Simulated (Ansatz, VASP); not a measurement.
# CsCl in VASP and in Ansatz

File INCAR:

```
PREC = Accurate ; ENCUT = 500
EDIFF = 1E-6 ; ISMEAR = 0
SIGMA = 0.01 ; LREAL = False
LASPH = True ; NELM = 120
ALGO = Normal ; ISIF = 2
LWAVE = False ; LCHARG = True
GGA = PS ; LELF = True
LVHAR = True ; NBANDS = 15
GGA_COMPAT = False
```

Contents of KPOINTS:

```
regular mesh
0
Gamma
  6 6 6
```

The input POSCAR:

```
CsCl
1.0
    4.0653446562      0.0000000000      0.0000000000
    0.0000000000      4.0653446562      0.0000000000
    0.0000000000      0.0000000000      4.0856713795
Cs Cl
1 1
Direct
    0.0000000000      0.0000000000      0.0000000000
    0.5000000000      0.5000000000      0.5000000000
```

Input for Ansatz:

```yaml
crystal:
  lattice:
    - [4.06534465622, 0.0, 0.0]
    - [0.0, 4.06534465622, 0.0]
    - [0.0, 0.0, 4.0856713795]
  atoms:
    - { symbol: Cs, position: [0.0, 0.0, 0.0] }
    - { symbol: Cl, position: [0.5, 0.5, 0.5] }
kpoints:
  mp_grid: { grid: [6, 6, 6] }
scf:
  occupations: { method: fixed }
  convergence: { dr2_threshold: 1.0e-10 }
hamiltonian:
  xc: pbesol
  pseudopotentials: { kind: all_electron, lapw: { basis_error: 0.0005 } }
output:
  forces: true
  stress: true
  eigenstates:
    kpoints:
      - [0.0, 0.0, 0.0]
      - [0.0, 0.5, 0.5]
      - [0.5, 0.0, 0.5]
      - [0.5, 0.5, 0.0]
      - [-0.5, -0.5, -0.5]
      - [0.0, -0.5, 0.0]
      - [0.0, 0.0, -0.5]
      - [-0.5, 0.0, 0.0]
  eigenvalues: true
```

Change from the starting cell: z stretched by +0.5 %, x and y held.

Alike in both runs: task single point; functional PBEsol; k mesh 6 × 6 × 6; no spin polarisation.

|  | VASP | Ansatz |
| --- | --- | --- |
| version | VASP 6.6.1 | Ansatz 0.2.0 |
| potentials or method | VASP PAW PBE potentials, release 64 (Cs_sv, Cl), cutoff 500 eV | all-electron LAPW, scalar-relativistic |
| occupations | gaussian, width 0.01 eV | fixed |

VASP gave:

```
gap on the k mesh at the Fermi level (eV)                     : 5.20
pressure (GPa)                                                : 0.0
traceless stress, the component that is largest in VASP (GPa) : -0.10
```

Q: What did Ansatz give for the same quantities?

A: gap on the k mesh at the Fermi level (eV): 5.21; pressure (GPa): -0.1; traceless stress, the component that is largest in VASP (GPa): -0.09.

VASP's potentials were made for PBE, not for PBEsol. Ansatz ran all-electron here, and VASP with PAW potentials.

Spin-orbit coupling is off throughout.
